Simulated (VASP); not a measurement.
# BaS (Fm-3m) in VASP: a series of runs, part 2 of 2

VASP 6.6.1. The steps go on from the part before.

### Step 3. Single point, r2SCAN0

Contents of POSCAR:

```
BaS
1.0
    0.0000000000      3.1937500000      3.1937500000
    3.1937500000      0.0000000000      3.1937500000
    3.1937500000      3.1937500000      0.0000000000
Ba S
1 1
Direct
    0.0000000000      0.0000000000      0.0000000000
    0.5000000000      0.5000000000      0.5000000000
```

Contents of INCAR.step1:

```
PREC = Accurate
ENCUT = 520
EDIFF = 1E-5
ISMEAR = -1
SIGMA = 0.05
LREAL = F
LASPH = T
NELM = 60
ALGO = Normal
ISIF = 2
LWAVE = T
NBANDS = 15
GGA = PE
```

Contents of INCAR.step2:

```
PREC = Accurate
ENCUT = 520
EDIFF = 1E-6
ISMEAR = -1
SIGMA = 0.05
LREAL = F
LASPH = T
NELM = 60
ALGO = Normal
ISIF = 2
LWAVE = F
LCHARG = T
METAGGA = R2SCAN
LHFCALC = T
AEXX = 0.25
LMIXTAU = T
PRECFOCK = Normal
LELF = T
LVHAR = T
NBANDS = 15
ISTART = 1
```

Contents of KPOINTS:

```
regular mesh
0
Gamma
  4 4 4
```

Potentials or basis: VASP PAW PBE potentials, release 64 (Ba_sv, S).

Launch:

```console
> cat potpaw_PBE.64/Ba_sv/POTCAR potpaw_PBE.64/S/POTCAR > POTCAR
> cp INCAR.step1 INCAR
> mpirun -np 1 vasp_std > vasp.out
> cp INCAR.step2 INCAR
> mpirun -np 1 vasp_std > vasp.out
```

Wall time 6.8 min (1 thread of Intel Xeon Platinum 8488C (Sapphire Rapids), shared host); peak memory 0.23 GiB.

It converged, with:

| Item | Value |
| --- | --- |
| Free energy | -33.9780 eV |
| Pressure | 1.1 GPa |
| Band gap on the k mesh | 3.95 eV (least direct gap 4.11 eV) |

Levels at points of the mesh, in eV from the valence-band top:
| k point | band 5 | band 6 | band 7 | band 8 | band 9 | band 10 | band 11 | band 12 |
| --- | --- | --- | --- | --- | --- | --- | --- | --- |
| (0.00, 0.00, 0.00) | -11.75 | 0.00 | 0.00 | 0.00 | 5.64 | 5.93 | 5.93 | 5.93 |
| (0.50, 0.00, 0.00) | -10.12 | -2.11 | -1.17 | -1.17 | 7.62 | 7.76 | 8.67 | 8.67 |
| (0.50, 0.50, 0.00) | -11.64 | -0.61 | -0.16 | -0.16 | 3.95 | 8.25 | 8.37 | 9.94 |

Caveat: the k points lie up to 0.43 Å⁻¹ apart; the PAW data sets were made with another functional, which shifts forces and pressure a little; spin-orbit coupling is left out, which moves the levels of the heavy elements.

### Step 4. Single point, PBEsol

This run uses another cell than the first one, of 23.09 Å³/atom.

Contents of INCAR:

```
SYSTEM = BaS
PREC = Accurate ; ENCUT = 520
EDIFF = 1E-7 ; ISMEAR = -1
SIGMA = 0.05 ; LREAL = .FALSE.
LASPH = .TRUE. ; NELM = 80
ALGO = Normal ; ISIF = 2
LWAVE = .FALSE. ; LCHARG = .FALSE.
GGA = PS ; NBANDS = 15
```

Contents of KPOINTS:

```
Automatic mesh
0
G
  7 7 7
  0 0 0
```

Contents of POSCAR:

```
BaS
1.0
    0.0000000000      2.8475764440      2.8475764440
    2.8475764440      0.0000000000      2.8475764440
    2.8475764440      2.8475764440      0.0000000000
Ba S
1 1
Direct
    0.0000000000      0.0000000000      0.0000000000
    0.5000000000      0.5000000000      0.5000000000
```

Potentials or basis: VASP PAW PBE potentials, release 64 (Ba_sv, S).

Launch:

```console
> cat potpaw_PBE.64/Ba_sv/POTCAR potpaw_PBE.64/S/POTCAR > POTCAR
> mpirun -np 1 vasp_std > vasp.out
```

OUTCAR:

```text
SYSTEM = BaS
   PREC = Accurate
   ENCUT = 520
   EDIFF = 1E-7
   ISMEAR = -1
   LREAL = .FALSE.
   LASPH = .TRUE.
   NELM = 80
   ISIF = 2
   GGA = PS

 ion  position               nearest neighbor table
   1  0.000  0.000  0.000-   2 2.85   2 2.85   2 2.85   2 2.85   2 2.85   2 2.85
   2  0.500  0.500  0.500-   1 2.85   1 2.85   1 2.85   1 2.85   1 2.85   1 2.85

  LATTYP: Found a face centered cubic cell.
 ALAT       =     5.6951528880

  Lattice vectors:

[... 538 lines left out ...]
     15      15.8285      0.00000

------------------------ aborting loop because EDIFF is reached ----------------------------------------

  FORCE on cell =-STRESS in cart. coord.  units (eV):
  Direction    XX          YY          ZZ          XY          YZ          ZX
  --------------------------------------------------------------------------------------
  -------------------------------------------------------------------------------------
  Total        9.2774255      9.2774255      9.2774255     -0.0000000      0.0000000      0.0000000
  in kB      321.8710289    321.8710289    321.8710289     -0.0000000      0.0000000      0.0000000
  external PRESSURE =     321.8710289 kB  Pullay stress =       0.0000000 kB

 VOLUME and BASIS-vectors are now :
 -----------------------------------------------------------------------------
  energy-cutoff  :      520.00
  volume of cell :       46.18
      direct lattice vectors                 reciprocal lattice vectors
     0.000000000  2.847576444  2.847576444    -0.175587911  0.175587911  0.175587911
     2.847576444  0.000000000  2.847576444     0.175587911 -0.175587911  0.175587911
     2.847576444  2.847576444  0.000000000     0.175587911  0.175587911 -0.175587911

 POSITION                                       TOTAL-FORCE (eV/Angst)
 -----------------------------------------------------------------------------------
      0.00000      0.00000      0.00000        -0.000000      0.000000     -0.000000
      2.84758      2.84758      2.84758         0.000000     -0.000000      0.000000
 -----------------------------------------------------------------------------------
    total drift:                               -0.000000      0.000000      0.000000

  FREE ENERGIE OF THE ION-ELECTRON SYSTEM (eV)
  ---------------------------------------------------
  free  energy   TOTEN  =        -9.3639972102 eV

  energy  without entropy=       -9.3639761861  energy(sigma->0) =       -9.36398670
```

Run time: 18 s. Hardware: 1 thread of Intel Xeon Platinum 8259CL at 2.50GHz (Skylake/Cascade Lake), shared host; peak memory 0.17 GiB.

What came out:

```
Free energy            : -9.3640 eV
Pressure               : 32.2 GPa
Band gap on the k mesh : 0.78 eV (least direct gap 0.83 eV)
```

Levels at points of the mesh, in eV from the valence-band top:
```tsv
k point	band 5	band 6	band 7	band 8	band 9	band 10	band 11	band 12
(0.00, 0.00, 0.00)	-10.47	-0.26	-0.26	-0.26	3.21	3.21	3.21	4.60
```

Caveat: the cell stands under pressure; the PAW data sets were made with another functional, which shifts forces and pressure a little; spin-orbit coupling is left out, which moves the levels of the heavy elements; an odd mesh through Γ misses points on the zone boundary, where band edges can lie.

### Step 5. Single point, PBEsol

This run uses another cell than the first one, of 24.78 Å³/atom.

Contents of INCAR:

```
SYSTEM = BaS
PREC     = Accurate       ! precision mode
ENCUT    = 520            ! plane-wave cutoff, eV
EDIFF    = 1E-6           ! SCF threshold, eV
ISMEAR   = -1             ! smearing method
SIGMA    = 0.05           ! smearing width, eV
LREAL    = .False.        ! projectors in reciprocal space
LASPH    = .True.         ! aspherical terms in the spheres
NELM     = 60             ! most SCF steps
ALGO     = Normal         ! electronic algorithm
ISIF     = 2              ! what is computed and relaxed
LWAVE    = .False.        ! write WAVECAR
LCHARG   = .False.        ! write CHGCAR
GGA      = PS             ! functional
NBANDS   = 15             ! bands
```

Contents of KPOINTS:

```
regular mesh
0
Gamma
  7 7 7
  0 0 0
```

Contents of POSCAR:

```
BaS
1.0
    0.0000000000      2.9155223642      2.9155223642
    2.9155223642      0.0000000000      2.9155223642
    2.9155223642      2.9155223642      0.0000000000
Ba S
1 1
Direct
    0.0000000000      0.0000000000      0.0000000000
    0.5000000000      0.5000000000      0.5000000000
```

Launch:

```console
> cat potpaw_PBE.64/Ba_sv/POTCAR potpaw_PBE.64/S/POTCAR > POTCAR
> mpirun -np 1 vasp_std > vasp.out
```

Wall time 13 s (1 thread of Intel Xeon Platinum 8259CL at 2.50GHz (Skylake/Cascade Lake), shared host); peak memory 0.18 GiB.

Results (log left out):

- Free energy: -9.9277 eV
- Pressure: 21.7 GPa
- Band gap on the k mesh: 1.22 eV

Levels at points of the mesh, in eV from the valence-band top:
```tsv
k point	band 5	band 6	band 7	band 8	band 9	band 10	band 11	band 12
(0.00, 0.00, 0.00)	-10.44	-0.10	-0.10	-0.10	3.49	3.49	3.49	4.78
```

Caveat: the cell stands under pressure; the PAW data sets were made with another functional, which shifts forces and pressure a little; spin-orbit coupling is left out, which moves the levels of the heavy elements; an odd mesh through Γ misses points on the zone boundary, where band edges can lie.

### Step 6. Overview

```csv
level,cell,k mesh,smearing,grid for exact exchange (PRECFOCK),share of exact exchange,gap on the mesh (eV),pressure (GPa)
PBE,"a = 4.517 Å, angles 60.0°, 2 atoms",5 × 5 × 5,fermi-dirac 0.03 eV,-,-,2.22,1.4
r2SCAN0,"a = 4.517 Å, angles 60.0°, 2 atoms",4 × 4 × 4,fermi-dirac 0.05 eV,Normal,0.25,3.95,1.1
PBEsol,"a = 4.027 Å, angles 60.0°, 2 atoms",7 × 7 × 7,fermi-dirac 0.05 eV,-,-,0.78,32.2
PBEsol,"a = 4.123 Å, angles 60.0°, 2 atoms",7 × 7 × 7,fermi-dirac 0.05 eV,-,-,1.22,21.7
```

Alike in all rows: task single point; potentials or basis VASP PAW PBE potentials, release 64 (Ba_sv, S); no spin polarisation; cutoff (eV) 520.

Caveats: some runs use coarse meshes; spin-orbit coupling is left out, which moves the levels of the heavy elements; an odd mesh through Γ misses points on the zone boundary, where band edges can lie (at least some runs); the PAW data sets were made with another functional, which shifts forces and pressure a little (at least some runs); the cell stands under pressure (at least some runs).

Absolute energies hang on the potentials; compare differences alone.
